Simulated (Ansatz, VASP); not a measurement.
# One calculation of TiCo, two programs

```xyz
2
Lattice="3.0107 0.0000 0.0000 0.0000 3.0107 0.0000 0.0000 0.0000 3.0107" Properties=species:S:1:pos:R:3 pbc="T T T"
Ti    0.0000    0.0000    0.0000
Co    1.5054    1.5054    1.5054
```

Alike in both runs: task single point; functional PBE; k mesh 16 × 16 × 16; occupations gaussian, width 0.05 eV; no spin polarisation.

|  | VASP | Ansatz |
| --- | --- | --- |
| version | VASP 6.6.1 | Ansatz 0.2.0 |
| potentials or method | VASP PAW PBE potentials, release 64 (Ti_sv, Co), cutoff 520 eV | scalar-relativistic, plane waves, PAW |
| valence electrons in the cell | 21 | 29 |

Ansatz gave:

```
gap on the k mesh at the Fermi level (eV) : none
pressure (GPa)                            : -6.5
```

Q: Which values does VASP return?

A: gap on the k mesh at the Fermi level (eV): none; pressure (GPa): -6.7.

A gap of «none» marks a metal or a gap that the smearing closes. With one functional, cell and mesh, what is left measures potentials, basis and numerics. VASP's potentials hold 21 valence electrons a cell and Ansatz's 29, so a difference there can come from the potentials and not from the codes.
